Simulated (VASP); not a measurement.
A run of VASP 6.6.1 is set up as follows.

INCAR

```
ALGO = Normal
EDIFF = 1E-6
ENCUT = 520
GGA = RP
ISIF = 2
ISMEAR = -1
LASPH = T
LCHARG = T
LELF = T
LREAL = F
LVHAR = T
LWAVE = F
NBANDS = 35
NELM = 100
PREC = Accurate
SIGMA = 0.05
```

Contents of KPOINTS:

```
k-points
0
Gamma
  10 10 2
```

File POSCAR:

```
MoS2
1.0
    3.1845414560      0.0000000000      0.0000000000
   -1.5922707280      2.7578938003      0.0000000000
    0.0000000000      0.0000000000     21.6705347200
Mo S
2 4
Direct
    0.3333333333      0.6666666667      0.8511602300
    0.6666666667      0.3333333333      0.1488397700
    0.6666666667      0.3333333333      0.7796253900
    0.3333333333      0.6666666667      0.0772510000
    0.6666666667      0.3333333333      0.9227490000
    0.3333333333      0.6666666667      0.2203746100
```

Potentials or basis: VASP PAW PBE potentials, release 64 (Mo_sv, S).

Command:

```bash
$ cat potpaw_PBE.64/Mo_sv/POTCAR potpaw_PBE.64/S/POTCAR > POTCAR
$ mpirun -np 1 vasp_std > vasp.out
```

Q: What does it give for the largest force?

A: 0.388 eV/Å.

Q: Predict the band gap on the k mesh.

A: 1.41 eV (least direct gap 1.89 eV).

Forces in eV/Å, atoms in the order of the input:
```
Mo   0.000  0.000 -0.004
Mo   0.000  0.000  0.004
S    0.000  0.000 -0.388
S    0.000  0.000 -0.239
S    0.000  0.000  0.239
S    0.000  0.000  0.388
```

Caveat: there is no dipole correction, which matters where the two faces differ; the PAW data sets were made with another functional, which shifts forces and pressure a little.
